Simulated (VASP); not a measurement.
A run of VASP 6.6.1 is set up as follows.

Contents of INCAR:

```
PREC     = Accurate       # precision mode
ENCUT    = 520            # plane-wave cutoff, eV
EDIFF    = 1E-6           # SCF threshold, eV
ISMEAR   = 0              # smearing method
SIGMA    = 0.15           # smearing width, eV
LREAL    = False          # projectors in reciprocal space
LASPH    = True           # aspherical terms in the spheres
NELM     = 100            # most SCF steps
ALGO     = Normal         # electronic algorithm
ISIF     = 2              # what is computed and relaxed
LWAVE    = False          # write WAVECAR
LCHARG   = True           # write CHGCAR
GGA      = PS             # functional
LELF     = True           # ELF
LVHAR    = True         
NBANDS   = 11             # bands
```

KPOINTS

```
Automatic mesh
0
Gamma
  18 18 18
```

Contents of POSCAR:

```
Hf
1.0
   -1.8050000000      1.8050000000      1.7598750000
    1.8050000000     -1.8050000000      1.7598750000
    1.8050000000      1.8050000000     -1.7598750000
Hf
1
Direct
    0.0000000000      0.0000000000      0.0000000000
```

Potentials or basis: VASP PAW PBE potentials, release 64 (Hf_pv).

Command:

```console
$ cat potpaw_PBE.64/Hf_pv/POTCAR > POTCAR
$ mpirun -np 1 vasp_std > vasp.out
```

(1) What does it give for the band gap on the k mesh?

(2) What does it give for the pressure?

## Answers

(1) zero (bands 5 and 6 overlap by 2.08 eV).

(2) -7.3 GPa.

Caveat: the cell differs from its parent crystal (strain -0.0250 x Voigt [0, 0, 1, 0, 0, 0]); the cell stands under tension; the PAW data sets were made with another functional, which shifts forces and pressure a little; spin-orbit coupling is left out, which moves the levels of the heavy elements.
